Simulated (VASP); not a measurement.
LiH:

```
Li H
1.0
     0.00000    2.14512    2.14512
     2.14512    0.00000    2.14512
     2.14512    2.14512    0.00000
Li H
1 1
Direct
  0.00000 0.00000 0.00000
  0.25000 0.25000 0.25000
```

Program: VASP 6.6.1. Alike in all runs: task single point; potentials or basis VASP PAW PBE potentials, release 64 (Li_sv, H); no spin polarisation; cell as given; k mesh 4 × 4 × 4; cutoff (eV) 520; smearing gaussian 0.01 eV. Hardware: 1 thread of AMD EPYC 7R13 Processor (Zen 3), with other jobs on the host.

Problem. Order these runs on this cell by their wall time, lowest first.
A. level HSE06; grid for exact exchange (PRECFOCK) Normal; screening parameter 0.2079 1/Å
B. level PBE
C. level PBE-based screened hybrid; grid for exact exchange (PRECFOCK) Normal; screening parameter 0.3 1/Å; share of exact exchange 0.5

Solution. B (2.2 s), A (15 s), C (30 s).

Caveats: all runs use coarse meshes.
